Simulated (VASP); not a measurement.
Set up this calculation in VASP 6.6.1, as the native input.

* Task: single point
* Functional: BLYP
* Potentials or basis: VASP PAW PBE potentials, release 64 (Ni)
* Cutoff: 520 eV
* k mesh: 12 × 12 × 12
* Occupations: fermi-dirac, width 0.1 eV
* Spin: no spin polarisation
* Dipole correction: no
* Further INCAR settings: ALGO = Normal; EDIFF = 1e-06; NBANDS = 17

The structure of Ni lies in POSCAR:

```
Ni
1.0
    0.0000000000      2.6928447119      2.6928447119
    2.6928447119      0.0000000000      2.6928447119
    2.6928447119      2.6928447119      0.0000000000
Ni
2
Direct
    0.1250000000      0.1250000000      0.1250000000
    0.8750000000      0.8750000000      0.8750000000
```

This isn't the form of Ni at room conditions, which is fcc.

The input as run:

INCAR

```
SYSTEM = Ni
AGGAC = 1.0 ; AGGAX = 1.0
ALDAC = 0.0 ; ALDAX = 1.0
ALGO = Normal ; EDIFF = 1E-6
ENCUT = 520 ; GGA = B5
ISIF = 2 ; ISMEAR = -1
LASPH = .True. ; LCHARG = .False.
LREAL = .False. ; LWAVE = .False.
NBANDS = 17 ; NELM = 60
PREC = Accurate ; SIGMA = 0.1
```

KPOINTS

```
k-points
0
Gamma
  12 12 12
  0 0 0
```

Potentials or basis: VASP PAW PBE potentials, release 64 (Ni).

The run is started by

```bash
$ cat potpaw_PBE.64/Ni/POTCAR > POTCAR
$ mpirun -np 1 vasp_std > vasp.out
```

It gave:

```yaml
Pressure: -6.4 GPa
Band_gap_on_the_k_mesh: zero (bands 10 and 11 overlap by 0.24 eV)
```

Caveat: the cell stands under tension; the PAW data sets were made with another functional, which shifts forces and pressure a little; the run has no spin polarisation, though such a crystal can be magnetic.

Wall time 83 s on 1 thread of Intel Xeon 8259CL, with other jobs on the host, peak memory 0.18 GiB.
